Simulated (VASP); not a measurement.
AlFe: single point with PBE

Crystal: AlFe.

```
Al Fe
1.0
     2.91000    2.91000    0.00000
     2.91000    0.00000    2.91000
     2.91000    0.00000   -2.91000
Al Fe
2 2
Direct
  0.00000 0.00000 0.00000
  0.00000 0.50000 0.50000
  0.50000 0.25000 0.75000
  0.50000 0.75000 0.25000
```

```
Program             : VASP 6.6.1
Task                : single point
Functional          : PBE
Potentials or basis : VASP PAW PBE potentials, release 64 (Al, Fe)
Cutoff              : 520 eV
k mesh              : 10 × 10 × 10
Occupations         : fermi-dirac, width 0.1 eV
Spin                : collinear spin, antiferromagnetic start
Starting moments    : [0.0, 0.0, 3.0, -3.0] μB
```

The pressure is -6.7 GPa, the band gap on the k mesh is zero (filled and empty bands overlap) and the net moment is 0.00 μB per cell. The valence electrons inside the program's atomic spheres are Al 0.81; Fe 7.35.

Levels at points of the mesh, in eV from the Fermi level:
Spin up:
| k point | band 7 | band 8 | band 9 | band 10 | band 11 | band 12 | band 13 | band 14 | band 15 | band 16 |
| --- | --- | --- | --- | --- | --- | --- | --- | --- | --- | --- |
| (0.00, 0.00, 0.00) | 0.13 | 0.13 | 0.13 | 0.82 | 0.82 | 3.05 | 3.05 | 3.05 | 3.98 | 5.97 |
| (0.50, 0.00, 0.00) | -1.47 | -0.82 | -0.82 | -0.58 | -0.58 | 0.25 | 0.78 | 1.18 | 3.35 | 4.13 |
| (0.00, 0.50, 0.00) | -0.87 | -0.87 | -0.66 | -0.66 | -0.66 | -0.66 | 3.70 | 3.70 | 3.71 | 3.71 |
Spin down:
| k point | band 7 | band 8 | band 9 | band 10 | band 11 | band 12 | band 13 | band 14 | band 15 | band 16 |
| --- | --- | --- | --- | --- | --- | --- | --- | --- | --- | --- |
| (0.00, 0.00, 0.00) | 0.13 | 0.13 | 0.13 | 0.82 | 0.82 | 3.05 | 3.05 | 3.05 | 3.98 | 5.97 |
| (0.50, 0.00, 0.00) | -1.47 | -0.82 | -0.82 | -0.58 | -0.58 | 0.25 | 0.78 | 1.18 | 3.35 | 4.13 |
| (0.00, 0.50, 0.00) | -0.87 | -0.87 | -0.66 | -0.66 | -0.66 | -0.66 | 3.70 | 3.70 | 3.71 | 3.71 |

Wall time 3.6 min on 1 thread of Intel Xeon 8259CL, on a shared host, peak memory 0.25 GiB.

Caveat: the cell stands under tension; the moments typed at the start vanished in this run.
